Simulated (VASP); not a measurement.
MnS, 2 atoms in the cell. Symmetry: F-43m, No. 216, cubic system. Conventional cell: a = 5.236 Å, b = 5.236 Å, c = 5.236 Å, α = 90.00°, β = 90.00°, γ = 90.00°. Within 3.0 Å of Mn (site symmetry -43m) lie 4 S at 2.27 Å. S (site symmetry -43m) has 4 Mn at 2.27 Å within 3.0 Å. 

```yaml
Program: VASP 6.6.1
Task: single point
Functional: PBEsol
Potentials_or_basis: VASP PAW PBE potentials, release 64 (Mn_pv, S)
Cutoff: 520 eV
k_mesh: 14 × 14 × 14
Occupations: gaussian, width 0.1 eV
Spin: collinear spin, ferromagnetic start
Starting_moments: "[4.29, 0.0] μB"
Dipole_correction: no
Further_INCAR_settings: ALGO = Normal; EDIFF = 1e-06; NBANDS = 20
```

Potentials or basis: VASP PAW PBE potentials, release 64 (Mn_pv, S).

Command:

```sh
$ cat potpaw_PBE.64/Mn_pv/POTCAR potpaw_PBE.64/S/POTCAR > POTCAR
$ mpirun -np 1 vasp_std > vasp.out
```

Hardware: 1 thread of AMD EPYC 9R45 96-Core Processor (Zen 5), with other jobs on the host.

Problem. How long does it take, and how much memory?

Solution. Wall time 65 s on 1 thread of AMD EPYC 9R45 96-Core Processor (Zen 5) (shared host), peak memory 0.22 GiB. Counts: scf iterations 15, k points 104.
